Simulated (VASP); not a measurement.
# InP (Fm-3m) in VASP: a series of runs

Aim: see how the results for InP move with the level of theory and the settings. Levels: LDA, PBEsol. Tasks: single point.

All numbers are computed with VASP 6.6.1; they aren't measurements. Logs are shortened: lines on timing, memory, paths and dates and some standing lists are left out, and cuts for length are marked.

**1. The cell of the first run**

It takes space group Fm-3m (No. 225, cubic). Conventional cell: a = 5.501 Å, b = 5.501 Å, c = 5.501 Å, α = 90.00°, β = 90.00°, γ = 90.00°. In (site symmetry m-3m) has 6 P at 2.75 Å within 3.6 Å. P (site symmetry m-3m) has 6 In at 2.75 Å within 3.6 Å.

**2. Single point, LDA (volume scaled by 0.98)**

Contents of INCAR:

```
ALGO = Normal ; EDIFF = 1E-6
ENCUT = 520 ; GGA = CA
ISIF = 2 ; ISMEAR = -1
LASPH = T ; LCHARG = F
LREAL = F ; LWAVE = F
NBANDS = 16 ; NELM = 80
PREC = Accurate ; SIGMA = 0.05
```

Contents of KPOINTS:

```
k-points
0
Gamma
  8 8 8
```

Contents of POSCAR:

```
InP
1.0
    0.0000000000      2.7502506615      2.7502506615
    2.7502506615      0.0000000000      2.7502506615
    2.7502506615      2.7502506615      0.0000000000
In P
1 1
Direct
    0.0000000000      0.0000000000      0.0000000000
    0.5000000000      0.5000000000      0.5000000000
```

Potentials or basis: VASP PAW LDA potentials, release 64 (In_d, P).

Started as:

```sh
$ cat potpaw_LDA.64/In_d/POTCAR potpaw_LDA.64/P/POTCAR > POTCAR
$ mpirun -np 1 vasp_std > vasp.out
```

OUTCAR:

```text
EDIFF = 1E-6
   ENCUT = 520
   GGA = CA
   ISIF = 2
   ISMEAR = -1
   LASPH = T
   LREAL = F
   NELM = 80
   PREC = Accurate

 ion  position               nearest neighbor table
   1  0.000  0.000  0.000-   2 2.75   2 2.75   2 2.75   2 2.75   2 2.75   2 2.75
   2  0.500  0.500  0.500-   1 2.75   1 2.75   1 2.75   1 2.75   1 2.75   1 2.75

  LATTYP: Found a face centered cubic cell.
 ALAT       =     5.5005013230

  Lattice vectors:

 A1 = (   0.0000000000,   2.7502506615,   2.7502506615)
 A2 = (   2.7502506615,   0.0000000000,   2.7502506615)
 A3 = (   2.7502506615,   2.7502506615,   0.0000000000)

Analysis of symmetry for initial positions (statically):
=====================================================================
 Subroutine PRICEL returns:
 Original cell was already a primitive cell.

 Routine SETGRP: Setting up the symmetry group for a
 face centered cubic supercell.

 Subroutine GETGRP returns: Found 48 space group operations
 (whereof 48 operations were pure point group operations)
 out of a pool of 48 trial point group operations.

The static configuration has the point symmetry O_h .

Analysis of symmetry for dynamics (positions and initial velocities):
=====================================================================
 Subroutine PRICEL returns:
 Original cell was already a primitive cell.

 Routine SETGRP: Setting up the symmetry group for a
 face centered cubic supercell.

 Subroutine GETGRP returns: Found 48 space group operations
 (whereof 48 operations were pure point group operations)
 out of a pool of 48 trial point group operations.

The dynamic configuration has the point symmetry O_h .

 Subroutine INISYM returns: Found 48 space group operations
 (whereof 48 operations are pure point group operations),
 and found     1 'primitive' translations

----------------------------------------------------------------------------------------

                                     Primitive cell

  volume of cell :      41.6051

  direct lattice vectors                    reciprocal lattice vectors
     0.000000000  2.750250661  2.750250661    -0.181801611  0.181801611  0.181801611
     2.750250661  0.000000000  2.750250661     0.181801611 -0.181801611  0.181801611
     2.750250661  2.750250661  0.000000000     0.181801611  0.181801611 -0.181801611

  length of vectors
     3.889441785  3.889441785  3.889441785     0.314889627  0.314889627  0.314889627

  position of ions in fractional coordinates (direct lattice)
     0.000000000  0.000000000  0.000000000
     0.500000000  0.500000000  0.500000000

  ion indices of the primitive-cell ions
   primitive index   ion index
                 1           1
                 2           2

----------------------------------------------------------------------------------------

 KPOINTS: k-points

Automatic generation of k-mesh.
 Grid dimensions read from file:
 generate k-points for:    8    8    8

 Generating k-lattice:

  Cartesian coordinates                     Fractional coordinates (reciprocal lattice)
    -0.022725201  0.022725201  0.022725201     0.125000000  0.000000000  0.000000000
     0.022725201 -0.022725201  0.022725201     0.000000000  0.125000000  0.000000000
     0.022725201  0.022725201 -0.022725201     0.000000000  0.000000000  0.125000000

  Length of vectors
     0.039361203  0.039361203  0.039361203

  Shift w.r.t. Gamma in fractional coordinates (k-lattice)
     0.000000000  0.000000000  0.000000000

 Subroutine IBZKPT returns following result:
 ===========================================

 Found     29 irreducible k-points:

 Following reciprocal coordinates:
            Coordinates               Weight
  0.000000  0.000000  0.000000      1.000000
  0.125000  0.000000  0.000000      8.000000
  0.250000  0.000000  0.000000      8.000000
  0.375000  0.000000  0.000000      8.000000
  0.500000  0.000000  0.000000      4.000000
  0.125000  0.125000  0.000000      6.000000
[... 16 lines left out ...]
  0.500000  0.250000  0.125000     48.000000
 -0.375000  0.250000  0.125000     24.000000
 [... further k-points ...]
   k-points           NKPTS =     29   k-points in BZ     NKDIM =     29   number of bands    NBANDS=     16
   number of dos      NEDOS =    301   number of ions     NIONS =      2
   total plane-waves  NPLWV =  27000
   dimension x,y,z NGX =    30 NGY =   30 NGZ =   30
   dimension x,y,z NGXF=    60 NGYF=   60 NGZF=   60
   ions per type =               1   1
   NGX,Y,Z   is equivalent  to a cutoff of  12.82, 12.82, 12.82 a.u.
   NGXF,Y,Z  is equivalent  to a cutoff of  25.65, 25.65, 25.65 a.u.
 SYSTEM =  unknown system
   PREC   = accura    normal or accurate (medium, high low for compatibility)
   ISTART =      0    job   : 0-new  1-cont  2-samecut
   ICHARG =      2    charge: 1-file 2-atom 10-const
   ISPIN  =      1    spin polarized calculation?
   LNONCOLLINEAR =      F non collinear calculations
   LSORBIT =      F    spin-orbit coupling
   LASPH  =      T    aspherical Exc in radial PAW
   ENCUT  =  520.0 eV  38.22 Ry    6.18 a.u.   7.23  7.23  7.23*2*pi/ulx,y,z
   NELM   =     80;   NELMIN=  2; NELMDL= -5     # of ELM steps
   EDIFF  = 0.1E-05   stopping-criterion for ELM
   LREAL  =      F    real-space projection
   EDIFFG = 0.1E-04   stopping-criterion for IOM
   NSW    =      0    number of steps for IOM
   IBRION =     -1    ionic relax: 0-MD 1-quasi-New 2-CG
   NFREE  =      0    steps in history (QN), initial steepest desc. (CG)
   ISIF   =      2    stress and relaxation
   ISYM   =      2    0-nonsym 1-usesym 2-fastsym
   POTIM  = 0.5000    time-step for ionic-motion
   TEBEG  =    0.0;   TEEND  =   0.0 temperature during run
   PSTRESS=    0.0 pullay stress
   NELECT =      18.0000    total number of electrons
   NUPDOWN=      -1.0000    fix difference up-down
   EMIN   =  10.00;   EMAX   =-10.00  energy-range for DOS
   EFERMI =   0.00;   METHOD = LEGACY
   ISMEAR =    -1;   SIGMA  =   0.05  broadening in eV -4-tet -1-fermi 0-gaus
   EFERMI_NEDOS =   21; number of points for ismear=-14 and -15
   IALGO  =     38    algorithm
   IMIX   =      4    mixing-type and parameters
     AMIX     =   0.40;   BMIX     =  1.00
     AMIX_MAG =   1.60;   BMIX_MAG =  1.00
  volume/ion in A,a.u.               =      20.80       140.38
  Fermi-wavevector in a.u.,A,eV,Ry     =   1.238179  2.339819 20.858914  1.533087
  Thomas-Fermi vector in A             =   2.372715
   LORBIT       =      0    0 simple, 1 ext, 2 COOP (PROOUT), +10 PAW based schemes
   GGA     = CA    functional components
   LHFCALC =     F    Hartree Fock is set to
   AEXX    =    0.0000 exact exchange contribution
   IVDW    =     0    specifies the selected vdW correction
   LEPSILON=     F    determine dielectric tensor
   LRPA    =     F    only Hartree local field effects (RPA)
 non-spin polarized calculation
  energy-cutoff  :      520.00
  volume of cell :       41.61
 maximum number of plane-waves:      1139
 NGX is ok and might be reduce to    30
   NGX = 15   NGY = 15   NGZ = 15

 number of electron      18.0000006 magnetization

 Free energy of the ion-electron system (eV)
  ---------------------------------------------------
  ext. energy  EPLUGINS =         0.00000000
  ---------------------------------------------------
  free energy    TOTEN  =        -9.29327330 eV

  energy without entropy =       -9.27984537  energy(sigma->0) =       -9.28655934

 E-fermi :   7.1803     XC(G=0): -10.7316

 val. band max:        7.1722971584   @ k =   0.3750   0.0000   0.0000
 cond. band min:       7.1862154865   @ k =  -0.3750   0.3750   0.0000
 fundamental gap:      0.0139183282
 Fermi energy:         7.1803102984

 k-point     1 :       0.0000    0.0000    0.0000
  band No.  band energies     occupation
      1      -7.0968      2.00000
      2      -7.0968      2.00000
      3      -7.0716      2.00000
      4      -7.0716      2.00000
      5      -7.0716      2.00000
      6      -5.0552      2.00000
[... 8 lines left out ...]
     15      15.5161      0.00000
     16      15.5161      0.00000

 k-point     2 :       0.1250    0.0000    0.0000
  band No.  band energies     occupation
      1      -7.1049      2.00000
      2      -7.1049      2.00000
      3      -7.0724      2.00000
      4      -7.0603      2.00000
      5      -7.0603      2.00000
      6      -4.8551      2.00000
[... 8 lines left out ...]
     15      14.9255      0.00000
     16      15.4194      0.00000

 k-point     3 :       0.2500    0.0000    0.0000
  band No.  band energies     occupation
      1      -7.1287      2.00000
      2      -7.1287      2.00000
      3      -7.0764      2.00000
      4      -7.0285      2.00000
      5      -7.0285      2.00000
      6      -4.2740      2.00000
[... 8 lines left out ...]
     15      15.8519      0.00000
     16      15.8519      0.00000

 k-point     4 :       0.3750    0.0000    0.0000
  band No.  band energies     occupation
      1      -7.1534      2.00000
      2      -7.1534      2.00000
      3      -7.0827      2.00000
      4      -6.9955      2.00000
      5      -6.9955      2.00000
      6      -3.4289      2.00000
[... 8 lines left out ...]
     15      17.3435      0.00000
     16      17.3435      0.00000

 k-point     5 :       0.5000    0.0000    0.0000
  band No.  band energies     occupation
      1      -7.1636      2.00000
      2      -7.1636      2.00000
      3      -7.0857      2.00000
      4      -6.9816      2.00000
      5      -6.9816      2.00000
      6      -2.8746      2.00000
[... 8 lines left out ...]
     15      18.4411      0.00000
     16      18.4411      0.00000

 k-point     6 :       0.1250    0.1250    0.0000
  band No.  band energies     occupation
      1      -7.1268      2.00000
      2      -7.0892      2.00000
      3      -7.0805      2.00000
      4      -7.0549      2.00000
      5      -7.0549      2.00000
      6      -4.7808      2.00000
[... 8 lines left out ...]
     15      16.7307      0.00000
     16      16.7307      0.00000

 k-point     7 :       0.2500    0.1250    0.0000
  band No.  band energies     occupation
      1      -7.1636      2.00000
      2      -7.0978      2.00000
      3      -7.0837      2.00000
      4      -7.0367      2.00000
      5      -7.0254      2.00000
      6      -4.3083      2.00000
[... 8 lines left out ...]
     15      16.8515      0.00000
     16      16.9847      0.00000

 k-point     8 :       0.3750    0.1250    0.0000
  band No.  band energies     occupation
      1      -7.1932      2.00000
      2      -7.1227      2.00000
      3      -7.0797      2.00000
      4      -7.0173      2.00000
      5      -6.9919      2.00000
      6      -3.5176      2.00000
[... 8 lines left out ...]
     15      17.9159      0.00000
     16      18.0239      0.00000

 k-point     9 :       0.5000    0.1250    0.0000
  band No.  band energies     occupation
      1      -7.2011      2.00000
      2      -7.1450      2.00000
      3      -7.0758      2.00000
      4      -7.0009      2.00000
      5      -6.9785      2.00000
      6      -2.7543      2.00000
[... 8 lines left out ...]
     15      18.6075      0.00000
     16      19.4889      0.00000
[... 172 lines left out ...]
 k-point    19 :       0.5000    0.3750    0.0000
  band No.  band energies     occupation
      1      -7.3976      2.00000
      2      -7.1182      2.00000
      3      -7.0602      2.00000
      4      -6.9638      2.00000
      5      -6.9557      2.00000
      6      -1.9607      2.00000
[... 8 lines left out ...]
     15      19.8847      0.00000
     16      20.6124      0.00000

 k-point    20 :      -0.3750    0.3750    0.0000
  band No.  band energies     occupation
      1      -7.3521      2.00000
      2      -7.0883      2.00000
      3      -7.0878      2.00000
      4      -6.9884      2.00000
      5      -6.9638      2.00000
      6      -1.7826      2.00000
[... 8 lines left out ...]
     15      18.3486      0.00000
     16      21.0283      0.00000

 k-point    21 :       0.5000    0.5000    0.0000
  band No.  band energies     occupation
      1      -7.4372      2.00000
      2      -7.1324      2.00000
      3      -7.0452      2.00000
      4      -6.9477      2.00000
      5      -6.9477      2.00000
      6      -1.7066      2.00000
[... 8 lines left out ...]
     15      19.5507      0.00000
     16      20.6188      0.00000

 k-point    22 :       0.3750    0.2500    0.1250
  band No.  band energies     occupation
      1      -7.2104      2.00000
      2      -7.1032      2.00000
      3      -7.0852      2.00000
      4      -7.0134      2.00000
      5      -7.0089      2.00000
      6      -3.7097      2.00000
[... 8 lines left out ...]
     15      18.3431      0.00000
     16      18.5717      0.00000

 k-point    23 :       0.5000    0.2500    0.1250
  band No.  band energies     occupation
      1      -7.2424      2.00000
      2      -7.1215      2.00000
      3      -7.0711      2.00000
      4      -7.0119      2.00000
      5      -6.9851      2.00000
      6      -2.8686      2.00000
[... 8 lines left out ...]
     15      18.4472      0.00000
     16      19.4848      0.00000

 k-point    24 :      -0.3750    0.2500    0.1250
  band No.  band energies     occupation
      1      -7.2533      2.00000
      2      -7.1309      2.00000
      3      -7.0581      2.00000
      4      -7.0196      2.00000
      5      -6.9739      2.00000
      6      -2.3385      2.00000
[... 8 lines left out ...]
     15      17.2149      0.00000
     16      19.9379      0.00000

 [... further k-points ...]
[... 5 lines left out ...]
  --------------------------------------------------------------------------------------
  -------------------------------------------------------------------------------------
  Total       -0.9639480     -0.9639480     -0.9639480     -0.0000000      0.0000000      0.0000000
  in kB      -37.1208012    -37.1208012    -37.1208012     -0.0000000      0.0000000      0.0000000
  external PRESSURE =     -37.1208012 kB  Pullay stress =       0.0000000 kB

 VOLUME and BASIS-vectors are now :
 -----------------------------------------------------------------------------
  energy-cutoff  :      520.00
  volume of cell :       41.61
      direct lattice vectors                 reciprocal lattice vectors
     0.000000000  2.750250661  2.750250661    -0.181801611  0.181801611  0.181801611
     2.750250661  0.000000000  2.750250661     0.181801611 -0.181801611  0.181801611
     2.750250661  2.750250661  0.000000000     0.181801611  0.181801611 -0.181801611

 POSITION                                       TOTAL-FORCE (eV/Angst)
 -----------------------------------------------------------------------------------
      0.00000      0.00000      0.00000        -0.000000     -0.000000      0.000000
      2.75025      2.75025      2.75025         0.000000      0.000000     -0.000000
 -----------------------------------------------------------------------------------
    total drift:                               -0.000000      0.000000      0.000000

  FREE ENERGIE OF THE ION-ELECTRON SYSTEM (eV)
  ---------------------------------------------------
  free  energy   TOTEN  =        -9.2932733016 eV

  energy  without entropy=       -9.2798453738  energy(sigma->0) =       -9.28655934
```

Run time: 13 s. Hardware: 1 thread of Intel Xeon 6975P-C, shared host; peak memory 0.16 GiB.

Results:

```
Free energy            : -9.2933 eV
Pressure               : -3.7 GPa
Band gap on the k mesh : zero (band 9 reaches 7.43 eV, above the bottom of band 10 at 4.70 eV)
```

Levels at points of the mesh, in eV from the Fermi level:
| k point | band 7 | band 8 | band 9 | band 10 | band 11 | band 12 |
| --- | --- | --- | --- | --- | --- | --- |
| (0.00, 0.00, 0.00) | -0.36 | -0.36 | -0.36 | 0.45 | 7.05 | 7.05 |
| (0.50, 0.00, 0.00) | -6.89 | 0.11 | 0.11 | 2.33 | 3.23 | 3.23 |
| (0.50, 0.50, 0.00) | -5.17 | -2.71 | -2.48 | -2.48 | 3.71 | 9.79 |

Caveat: spin-orbit coupling is left out, which moves the levels of the heavy elements.

(Continued in part 2 of 3.)
